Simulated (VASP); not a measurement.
Set up this calculation in VASP 6.6.1, as the native input.

| Item | Value |
| --- | --- |
| Task | single point |
| Functional | PBE |
| Potentials or basis | VASP PAW PBE potentials, release 64 (Cu, Ni, Be) |
| Cutoff | 400 eV |
| k mesh | 1 × 1 × 1, shifted |
| Occupations | fermi-dirac, width 0.1818 eV |
| Spin | no spin polarisation |
| Dipole correction | no |
| Further INCAR settings | LREAL = Auto; ALGO = Normal; EDIFF = 1e-06; NBANDS = 92; ISYM = -1 |

The structure of Be2Cu11Ni3 lies in POSCAR:

```
Be2Cu11Ni3
1.0
    5.6151810000     -0.1125830000     -0.0418010000
   -0.1125830000      5.6341360000     -0.0260090000
   -0.0418010000     -0.0260090000      5.8223430000
Cu Ni Be
11 3 2
Direct
    0.9756223649      0.0722067820      0.7093828063
    0.1465945837      0.7994350548      0.9876874836
    0.4332327387      0.0366158584      0.2153517757
    0.5881474202      0.2975025405      0.9554912677
    0.3881310846      0.0405280070      0.6697812823
    0.8757644677      0.5563224534      0.1590284566
    0.6795640410      0.8473319515      0.9355259065
    0.6542225062      0.2918598875      0.4607622977
    0.7489416701      0.7626860314      0.5155033312
    0.3990071854      0.5289198556      0.1866266855
    0.1775056998      0.2741427024      0.4179762500
    0.4265264678      0.5852143815      0.7056320924
    0.8649825170      0.0768364780      0.2517143999
    0.1288451242      0.7853432785      0.4313148244
    0.9751114408      0.4817729907      0.7377284483
    0.1906439150      0.2229491113      0.0388461809
```

The input as run:

INCAR

```
SYSTEM = Be2Cu11Ni3
  PREC = Accurate
  ENCUT = 400
  EDIFF = 1E-6
  ISMEAR = -1
  SIGMA = 0.1818
  LREAL = Auto
  LASPH = .True.
  NELM = 120
  ALGO = Normal
  ISIF = 2
  LWAVE = .False.
  LCHARG = .False.
  GGA = PE
  ISYM = -1
  NBANDS = 92
  GGA_COMPAT = .False.
```

KPOINTS

```
explicit points
1
Reciprocal
  0.25000000   0.25000000   0.25000000 1
```

Potentials or basis: VASP PAW PBE potentials, release 64 (Cu, Ni, Be).

Command:

```bash
$ cat potpaw_PBE.64/Cu/POTCAR potpaw_PBE.64/Ni/POTCAR potpaw_PBE.64/Be/POTCAR > POTCAR
$ mpirun -np 1 vasp_std > vasp.out
```

It gave:

```
Pressure               : 7.1 GPa
Largest force          : 3.414 eV/Å
Band gap on the k mesh : zero (an odd number of electrons rules out a gap without spin polarisation)
```

Caveat: the atoms stand as in a frame of molecular dynamics.

It took 44 s on 1 thread of Intel(R) Xeon(R) Platinum 8488C (Sapphire Rapids), on a shared host, peak memory 0.25 GiB.
